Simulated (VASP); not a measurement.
# MnO in VASP: settings compared, part 2 of 3

VASP 6.6.1. Earlier steps stand in the parts before.

### 3 Single point, B3LYP, collinear spin, ferromagnetic start

This run uses another cell than the first one, of 10.78 Å³/atom.

The input, POSCAR:

```
MnO
1.0
    0.0000000000      2.2089816980      2.2089816980
    2.2089816980      0.0000000000      2.2089816980
    2.2089816980      2.2089816980      0.0000000000
Mn O
1 1
Direct
    0.0000000000      0.0000000000      0.0000000000
    0.5000000000      0.5000000000      0.5000000000
```

The input, INCAR.step1:

```
  PREC = Accurate
  ENCUT = 520
  EDIFF = 1E-5
  ISMEAR = -1
  SIGMA = 0.05
  LREAL = F
  LASPH = T
  NELM = 150
  ALGO = Normal
  ISIF = 2
  LWAVE = T
  LCHARG = F
  ISPIN = 2
  MAGMOM = 4 0
  LORBIT = 11
  LMAXMIX = 4
  NBANDS = 20
  GGA = PE
```

The input, INCAR.step2:

```
  PREC = Accurate
  ENCUT = 520
  EDIFF = 1E-6
  ISMEAR = -1
  SIGMA = 0.05
  LREAL = F
  LASPH = T
  NELM = 150
  ALGO = Normal
  ISIF = 2
  LWAVE = F
  LCHARG = F
  ISPIN = 2
  MAGMOM = 4 0
  LORBIT = 11
  LMAXMIX = 4
  GGA = B3
  LHFCALC = T
  AEXX = 0.2
  AGGAX = 0.72
  AGGAC = 0.81
  ALDAC = 0.19
  PRECFOCK = Normal
  NBANDS = 20
  ISTART = 1
```

The input, KPOINTS:

```
Automatic mesh
0
Gamma
  5 5 5
```

Potentials or basis: VASP PAW PBE potentials, release 64 (Mn_pv, O).

Started as:

```sh
$ cat potpaw_PBE.64/Mn_pv/POTCAR potpaw_PBE.64/O/POTCAR > POTCAR
$ cp INCAR.step1 INCAR
$ mpirun -np 1 vasp_std > vasp.out
$ cp INCAR.step2 INCAR
$ mpirun -np 1 vasp_std > vasp.out
```

OUTCAR:

```text
PREC = Accurate
   ENCUT = 520
   EDIFF = 1E-6
   ISMEAR = -1
   LREAL = F
   LASPH = T
   NELM = 150
   ISIF = 2
   ISPIN = 2
   LORBIT = 11
   GGA = B3
   LHFCALC = T
   AEXX = 0.2
   PRECFOCK = Normal
   ISTART = 1

 ion  position               nearest neighbor table
   1  0.000  0.000  0.000-   2 2.21   2 2.21   2 2.21   2 2.21   2 2.21   2 2.21
   2  0.500  0.500  0.500-   1 2.21   1 2.21   1 2.21   1 2.21   1 2.21   1 2.21

  LATTYP: Found a face centered cubic cell.
 ALAT       =     4.4179633960
[... 667 lines left out ...]
  external PRESSURE =      95.5160607 kB  Pullay stress =       0.0000000 kB

 VOLUME and BASIS-vectors are now :
 -----------------------------------------------------------------------------
  energy-cutoff  :      520.00
  volume of cell :       21.56
      direct lattice vectors                 reciprocal lattice vectors
     0.000000000  2.208981698  2.208981698    -0.226348639  0.226348639  0.226348639
     2.208981698  0.000000000  2.208981698     0.226348639 -0.226348639  0.226348639
     2.208981698  2.208981698  0.000000000     0.226348639  0.226348639 -0.226348639

 POSITION                                       TOTAL-FORCE (eV/Angst)
 -----------------------------------------------------------------------------------
      0.00000      0.00000      0.00000        -0.000000     -0.000000      0.000000
      2.20898      2.20898      2.20898         0.000000      0.000000     -0.000000
 -----------------------------------------------------------------------------------
    total drift:                                0.000000     -0.000000      0.000000

  FREE ENERGIE OF THE ION-ELECTRON SYSTEM (eV)
  ---------------------------------------------------
  free  energy   TOTEN  =       -22.6902880295 eV

  energy  without entropy=      -22.6902880293  energy(sigma->0) =      -22.69028803

 total charge

# of ion       s       p       d       tot
------------------------------------------
    1        0.202   6.185   4.987  11.374
    2        1.549   3.503   0.000   5.053
--------------------------------------------------
tot          1.751   9.688   4.987  16.427

 magnetization (x)

# of ion       s       p       d       tot
------------------------------------------
    1        0.020   0.013   4.518   4.551
    2        0.029   0.216   0.000   0.245
--------------------------------------------------
tot          0.048   0.229   4.518   4.796
```

OSZICAR.step1:

```text
N       E                     dE             d eps       ncg     rms          rms(c)
DAV:   1     0.171890151992E+03    0.17189E+03   -0.10553E+04   800   0.114E+03
DAV:   2    -0.985379366183E+01   -0.18174E+03   -0.16867E+03   828   0.328E+02
DAV:   3    -0.186309755079E+02   -0.87772E+01   -0.86909E+01   892   0.778E+01
DAV:   4    -0.186952177654E+02   -0.64242E-01   -0.64224E-01   916   0.690E+00
DAV:   5    -0.186957586491E+02   -0.54088E-03   -0.54087E-03   868   0.641E-01    0.140E+01
DAV:   6    -0.167134411812E+02    0.19823E+01   -0.94323E+00  1068   0.341E+01    0.126E+01
DAV:   7    -0.163982151399E+02    0.31523E+00   -0.13001E+00   916   0.164E+01    0.781E+00
DAV:   8    -0.164035831354E+02   -0.53680E-02   -0.11253E-01   852   0.255E+00    0.498E+00
DAV:   9    -0.163798896797E+02    0.23693E-01   -0.63938E-02   900   0.266E+00    0.177E+00
DAV:  10    -0.163919521277E+02   -0.12062E-01   -0.13999E-02   824   0.135E+00    0.498E-01
DAV:  11    -0.163914392692E+02    0.51286E-03   -0.35368E-03   856   0.460E-01    0.187E-01
DAV:  12    -0.163915990031E+02   -0.15973E-03   -0.33720E-04   924   0.187E-01    0.358E-02
DAV:  13    -0.163916091386E+02   -0.10136E-04   -0.40815E-05   880   0.470E-02    0.221E-02
DAV:  14    -0.163916144725E+02   -0.53339E-05   -0.12042E-05   672   0.255E-02
   1 F= -.16391614E+02 E0= -.16383009E+02  d E =-.172103E-01  mag=     4.7299
```

It took 27 min on 1 thread of Intel Xeon Platinum 8259CL at 2.50GHz (Skylake/Cascade Lake), shared host; peak memory 0.16 GiB.

What came out:

| Property | Result |
| --- | --- |
| Free energy | -22.6903 eV |
| Pressure | 9.6 GPa |
| Band gap on the k mesh | 2.14 eV (least direct gap 4.27 eV) |
| Net moment | 5.00 μB per cell |
| Site moments | Mn +4.55; O +0.24 μB |
| Valence electrons inside the program's atomic spheres | Mn 11.37; O 5.05 |

Caveat: the k points lie up to 0.49 Å⁻¹ apart; the PAW data sets were made with another functional, which shifts forces and pressure a little; an odd mesh through Γ misses points on the zone boundary, where band edges can lie; a cell with one magnetic atom can't hold antiferromagnetic order, which such compounds often take.

### 4 Single point, HSE06, collinear spin, ferromagnetic start

This run uses another cell than the first one, of 10.34 Å³/atom.

The input, POSCAR:

```
MnO
1.0
    0.0000000000      2.1785090927      2.1785090927
    2.1785090927      0.0000000000      2.1785090927
    2.1785090927      2.1785090927      0.0000000000
Mn O
1 1
Direct
    0.0000000000      0.0000000000      0.0000000000
    0.5000000000      0.5000000000      0.5000000000
```

The input, INCAR.step1:

```
PREC = Accurate
ENCUT = 520
EDIFF = 1E-5
ISMEAR = -1
SIGMA = 0.05
LREAL = False
LASPH = True
NELM = 150
ALGO = Normal
ISIF = 2
LWAVE = True
LCHARG = False
ISPIN = 2
MAGMOM = 4 0
LORBIT = 11
LMAXMIX = 4
NBANDS = 20
GGA = PE
```

The input, INCAR.step2:

```
PREC = Accurate
ENCUT = 520
EDIFF = 1E-6
ISMEAR = -1
SIGMA = 0.05
LREAL = False
LASPH = True
NELM = 150
ALGO = Normal
ISIF = 2
LWAVE = False
LCHARG = False
ISPIN = 2
MAGMOM = 4 0
LORBIT = 11
LMAXMIX = 4
GGA = PE
LHFCALC = True
HFSCREEN = 0.2079
PRECFOCK = Normal
NBANDS = 20
ISTART = 1
```

The input, KPOINTS:

```
regular mesh
0
Gamma
  5 5 5
```

Potentials or basis: VASP PAW PBE potentials, release 64 (Mn_pv, O).

Started as:

```sh
$ cat potpaw_PBE.64/Mn_pv/POTCAR potpaw_PBE.64/O/POTCAR > POTCAR
$ cp INCAR.step1 INCAR
$ mpirun -np 1 vasp_std > vasp.out
$ cp INCAR.step2 INCAR
$ mpirun -np 1 vasp_std > vasp.out
```

OUTCAR:

```text
PREC = Accurate
   ENCUT = 520
   EDIFF = 1E-6
   ISMEAR = -1
   LREAL = False
   LASPH = True
   NELM = 150
   ISIF = 2
   ISPIN = 2
   LORBIT = 11
   GGA = PE
   LHFCALC = True
   HFSCREEN = 0.2079
   PRECFOCK = Normal
   ISTART = 1

 ion  position               nearest neighbor table
   1  0.000  0.000  0.000-   2 2.18   2 2.18   2 2.18   2 2.18   2 2.18   2 2.18
   2  0.500  0.500  0.500-   1 2.18   1 2.18   1 2.18   1 2.18   1 2.18   1 2.18

  LATTYP: Found a face centered cubic cell.
 ALAT       =     4.3570181854

  Lattice vectors:

 A1 = (   0.0000000000,   2.1785090927,   2.1785090927)
 A2 = (   2.1785090927,   0.0000000000,   2.1785090927)
 A3 = (   2.1785090927,   2.1785090927,   0.0000000000)

Analysis of symmetry for initial positions (statically):
=====================================================================
 Subroutine PRICEL returns:
[... 421 lines left out ...]
      1     -39.8806      1.00000
      2     -39.8806      1.00000
      3     -39.8806      1.00000
      4     -14.4352      1.00000
      5       3.9432      1.00000
      6       3.9432      1.00000
[... 219 lines left out ...]
     19      37.3241      0.00000
     20      38.2780      0.00000

------------------------ aborting loop because EDIFF is reached ----------------------------------------

  FORCE on cell =-STRESS in cart. coord.  units (eV):
  Direction    XX          YY          ZZ          XY          YZ          ZX
  --------------------------------------------------------------------------------------
  -------------------------------------------------------------------------------------
  Total        1.7385610      1.7385610      1.7385610      0.0000000     -0.0000000     -0.0000000
  in kB      134.7076914    134.7076914    134.7076914      0.0000000     -0.0000000     -0.0000000
  external PRESSURE =     134.7076914 kB  Pullay stress =       0.0000000 kB

 VOLUME and BASIS-vectors are now :
 -----------------------------------------------------------------------------
  energy-cutoff  :      520.00
  volume of cell :       20.68
      direct lattice vectors                 reciprocal lattice vectors
     0.000000000  2.178509093  2.178509093    -0.229514764  0.229514764  0.229514764
     2.178509093  0.000000000  2.178509093     0.229514764 -0.229514764  0.229514764
     2.178509093  2.178509093  0.000000000     0.229514764  0.229514764 -0.229514764

 POSITION                                       TOTAL-FORCE (eV/Angst)
 -----------------------------------------------------------------------------------
      0.00000      0.00000      0.00000         0.000000      0.000000      0.000000
      2.17851      2.17851      2.17851         0.000000      0.000000     -0.000000
 -----------------------------------------------------------------------------------
    total drift:                               -0.000004      0.000001      0.000000

  FREE ENERGIE OF THE ION-ELECTRON SYSTEM (eV)
  ---------------------------------------------------
  free  energy   TOTEN  =       -23.7009467263 eV

  energy  without entropy=      -23.7009467183  energy(sigma->0) =      -23.70094672

 total charge

# of ion       s       p       d       tot
------------------------------------------
    1        0.209   6.199   4.982  11.390
    2        1.557   3.514   0.000   5.071
--------------------------------------------------
tot          1.767   9.713   4.982  16.461

 magnetization (x)

# of ion       s       p       d       tot
------------------------------------------
    1        0.025   0.020   4.525   4.571
    2        0.028   0.188   0.000   0.216
--------------------------------------------------
tot          0.053   0.209   4.525   4.787
```

OUTCAR.step1:

```text
PREC = Accurate
   ENCUT = 520
   EDIFF = 1E-5
   ISMEAR = -1
   LREAL = False
   LASPH = True
   NELM = 150
   ISIF = 2
[... 690 lines left out ...]

  energy  without entropy=      -16.3483373303  energy(sigma->0) =      -16.35794008

 total charge

# of ion       s       p       d       tot
------------------------------------------
    1        0.214   6.195   5.016  11.424
    2        1.565   3.429   0.000   4.993
--------------------------------------------------
tot          1.778   9.623   5.016  16.418

 magnetization (x)

# of ion       s       p       d       tot
------------------------------------------
    1        0.035   0.026   4.068   4.128
    2        0.032   0.141   0.000   0.174
--------------------------------------------------
tot          0.067   0.167   4.068   4.301
```

OSZICAR.step1:

```text
N       E                     dE             d eps       ncg     rms          rms(c)
DAV:   1     0.165983731739E+03    0.16598E+03   -0.10350E+04   800   0.114E+03
DAV:   2    -0.108717284274E+02   -0.17686E+03   -0.16537E+03   812   0.326E+02
DAV:   3    -0.185871963305E+02   -0.77155E+01   -0.76279E+01   920   0.738E+01
DAV:   4    -0.186395329815E+02   -0.52337E-01   -0.52324E-01   904   0.632E+00
DAV:   5    -0.186399648705E+02   -0.43189E-03   -0.43188E-03   900   0.570E-01    0.145E+01
DAV:   6    -0.167111708844E+02    0.19288E+01   -0.87690E+00  1052   0.344E+01    0.127E+01
DAV:   7    -0.163794117285E+02    0.33176E+00   -0.12613E+00   944   0.166E+01    0.774E+00
DAV:   8    -0.163775028560E+02    0.19089E-02   -0.10856E-01   856   0.240E+00    0.493E+00
DAV:   9    -0.163633542710E+02    0.14149E-01   -0.36852E-02   936   0.215E+00    0.111E+00
DAV:  10    -0.163676248686E+02   -0.42706E-02   -0.80311E-03   840   0.970E-01    0.326E-01
DAV:  11    -0.163675166802E+02    0.10819E-03   -0.11364E-03   884   0.276E-01    0.657E-02
DAV:  12    -0.163675374785E+02   -0.20798E-04   -0.14049E-04   900   0.975E-02    0.501E-02
DAV:  13    -0.163675428338E+02   -0.53553E-05   -0.68091E-06   476   0.265E-02
   1 F= -.16367543E+02 E0= -.16357940E+02  d E =-.192055E-01  mag=     4.5055
```

Run time: 27 min. Hardware: 1 thread of Intel Xeon Platinum 8488C (Sapphire Rapids), shared host; peak memory 0.25 GiB.

What came out:

```
Free energy                                           : -23.7009 eV
Pressure                                              : 13.5 GPa
Band gap on the k mesh                                : 1.59 eV (least direct gap 4.21 eV)
Net moment                                            : 5.00 μB per cell
Site moments                                          : Mn +4.57; O +0.22 μB
Valence electrons inside the program's atomic spheres : Mn 11.39; O 5.07
```

Caveat: the k points lie up to 0.50 Å⁻¹ apart; the PAW data sets were made with another functional, which shifts forces and pressure a little; an odd mesh through Γ misses points on the zone boundary, where band edges can lie; a cell with one magnetic atom can't hold antiferromagnetic order, which such compounds often take.

### 5 Single point, LDA, collinear spin, ferromagnetic start

This run uses another cell than the first one, of 10.34 Å³/atom.

The input, INCAR:

```
PREC = Accurate
ENCUT = 520
EDIFF = 1E-6
ISMEAR = -1
SIGMA = 0.05
LREAL = F
LASPH = T
NELM = 150
ALGO = Normal
ISIF = 2
LWAVE = F
LCHARG = F
ISPIN = 2
MAGMOM = 4 0
LORBIT = 11
LMAXMIX = 4
GGA = CA
NBANDS = 20
```

The input, KPOINTS:

```
Automatic mesh
0
Gamma
  10 10 10
```

POSCAR is that of step 4.

Potentials or basis: VASP PAW LDA potentials, release 64 (Mn_pv, O).

Started as:

```sh
$ cat potpaw_LDA.64/Mn_pv/POTCAR potpaw_LDA.64/O/POTCAR > POTCAR
$ mpirun -np 1 vasp_std > vasp.out
```

It took 11 s on 1 thread of Intel Xeon 6975P-C (Granite Rapids), shared host; peak memory 0.15 GiB.

The run converged. Its results:

* Free energy: -17.7157 eV
* Pressure: -13.3 GPa
* Net moment: 4.29 μB per cell
* Site moments: Mn +3.93; O +0.17 μB
* Valence electrons inside the program's atomic spheres: Mn 11.45; O 4.95

Levels at points of the mesh, in eV from the Fermi level:
Spin up:
```csv
k point,band 8,band 9,band 10,band 11,band 12,band 13,band 14,band 15,band 16,band 17
"(0.00, 0.00, 0.00)",-3.03,-3.03,-3.03,-2.50,-2.50,-0.08,14.20,16.82,16.82,16.82
"(0.50, 0.00, 0.00)",-2.00,-2.00,-1.59,0.51,0.51,3.67,8.25,12.25,12.25,19.36
"(0.50, 0.50, 0.00)",-4.20,-2.01,-1.68,-1.68,-1.53,5.51,8.11,10.83,14.26,14.26
```
Spin down:
```
           k point  band 5  band 6  band 7  band 8  band 9  band 10
(0.00, 0.00, 0.00)   -3.75   -3.75   -3.75    0.12    0.12     0.12
(0.50, 0.00, 0.00)   -8.05   -5.44   -5.44    1.46    1.46     1.47
(0.50, 0.50, 0.00)   -6.96   -4.77   -4.77   -1.55    1.45     1.81
```

Caveat: the cell stands under tension; a cell with one magnetic atom can't hold antiferromagnetic order, which such compounds often take; semilocal functionals often make such compounds metallic where correlation or magnetic order opens a gap, which also shifts bond lengths. With open d or f shells a metallic result of LDA can be an artefact of self-interaction; +U or a hybrid may open a gap.

(Part 2 of 3 ends here.)
